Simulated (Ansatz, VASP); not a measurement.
**Hf3Br: VASP beside Ansatz**

```
Hf Br
1.0
     3.29776    0.00000    0.00000
     0.00000    3.29776    0.00000
     0.00000    0.00000    9.29928
Hf Br
3 1
Direct
  0.50000 0.50000 0.78254
  0.50000 0.50000 0.21746
  0.00000 0.00000 0.00000
  0.50000 0.50000 0.50000
```

Alike in both runs: functional PBE; k mesh 4 × 4 × 4; occupations gaussian, width 0.1 eV; no spin polarisation.

Ansatz relaxed the structure, and its values are those at the end. VASP's run is a single point on that final structure, the one shown.

|  | VASP | Ansatz |
| --- | --- | --- |
| version | VASP 6.6.1 | Ansatz 0.2.0 |
| potentials or method | VASP PAW PBE potentials, release 64 (Hf_pv, Br), cutoff 520 eV | scalar-relativistic, plane waves, PAW |
| valence electrons in the cell | 37 | 85 |

```csv
,VASP,Ansatz,Ansatz less VASP
gap on the k mesh at the Fermi level (eV),none,none,-
pressure (GPa),-0.2,0.2,+0.34
rms of the force components (eV/Å),0.003,0.001,-0.0026
```

A gap of «none» marks a metal or a gap that the smearing closes. The functional is the same, so the differences come from potentials, cutoffs and numerics. VASP's potentials hold 37 valence electrons a cell and Ansatz's 85, so a difference there can come from the potentials and not from the codes.

The k mesh is coarse, so the values compare programs but aren't converged. Neither program's run includes spin-orbit coupling.
